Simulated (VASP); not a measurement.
## Cl: single point with PBE+D3(BJ)

The system is Cl.

```
Cl
1.0
     7.66309    0.00000    0.00000
     0.00000    7.66309    0.00000
     0.00000    0.00000    7.66309
Cl
12
Direct
  0.45042 0.28550 0.19426
  0.32231 0.37563 0.98153
  0.56802 0.55444 0.66110
  0.45805 0.71523 0.48961
  0.85111 0.33289 0.98169
  0.94994 0.36813 0.74210
  0.01321 0.89974 0.67177
  0.04122 0.90937 0.39575
  0.65286 0.91411 0.04682
  0.62416 0.98258 0.79521
  0.03556 0.88930 0.03917
  0.31215 0.89173 0.06213
```

```
Program             : VASP 6.6.1
Task                : single point
Functional          : PBE
Dispersion          : D3(BJ)
Potentials or basis : VASP PAW PBE potentials, release 64 (Cl)
Cutoff              : 520 eV
k mesh              : 1 × 1 × 1
Occupations         : fermi-dirac, width 0.02 eV
Spin                : no spin polarisation
```

The pressure is -0.7 GPa and the largest force is 0.757 eV/Å. The dispersion energy per atom is -0.114 eV.

Forces in eV/Å, atoms in the order of the input:
```
Cl  -0.264  0.466 -0.328
Cl   0.251 -0.217  0.543
Cl   0.005  0.010 -0.150
Cl  -0.117  0.024 -0.133
Cl   0.009  0.140 -0.193
Cl   0.080 -0.020  0.258
Cl   0.745 -0.136 -0.001
Cl  -0.524 -0.140  0.098
Cl   0.175 -0.306 -0.390
Cl  -0.067  0.088  0.399
Cl  -0.349  0.259  0.069
Cl   0.056 -0.168 -0.172
```

Stress tensor (GPa, compression positive):
```
-0.69  0.01 -0.62
 0.01  0.62  0.25
-0.62  0.25 -1.94
```

Levels at points of the mesh, in eV from the Fermi level:
| k point | band 40 | band 41 | band 42 | band 43 | band 44 | band 45 |
| --- | --- | --- | --- | --- | --- | --- |
| (0.00, 0.00, 0.00) | -0.67 | -0.56 | -0.52 | 1.20 | 1.88 | 2.02 |

Run time: 47 s on 1 thread of Intel(R) Xeon(R) Platinum 8259CL CPU @ 2.50GHz (Skylake/Cascade Lake), on a shared host, peak memory 0.44 GiB.

Caveat: the k points lie up to 0.82 Å⁻¹ apart, too coarse for converged energies, forces and pressures.
